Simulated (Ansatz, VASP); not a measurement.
Cd: VASP beside Ansatz

```xyz
1
Lattice="2.4894 0.0000 0.0000 -1.2447 2.1559 0.0000 0.0000 0.0000 2.4465" Properties=species:S:1:pos:R:3 pbc="T T T"
Cd    0.0000    0.0000    0.0000
```

Change from the starting cell: volume scaled by 0.52, PAW files.

Alike in both runs: task single point; functional PBE; k mesh 14 × 14 × 13; occupations fermi-dirac, width 0.1 eV; no spin polarisation.

```csv
,VASP,Ansatz
version,VASP 6.6.1,Ansatz 0.2.0
potentials or method,"VASP PAW PBE potentials, release 64 (Cd_sv_GW)","PAW with Ansatz's default frozen-core files, scalar-relativistic"
plane-wave cutoff (eV),630,420
valence electrons in the cell,20,20
```

VASP gave:

| Quantity | Value |
| --- | --- |
| pressure (GPa) | 138.6 |
| traceless stress, the component that is largest in VASP (GPa) | -0.09 |

Which values does Ansatz return?

Pressure (GPa): 138.7; traceless stress, the component that is largest in VASP (GPa): -0.03.

Both programs put the cell under a high pressure, so it lies far from rest at this level.

Noted on VASP's run: the cell as given lies far from equilibrium.
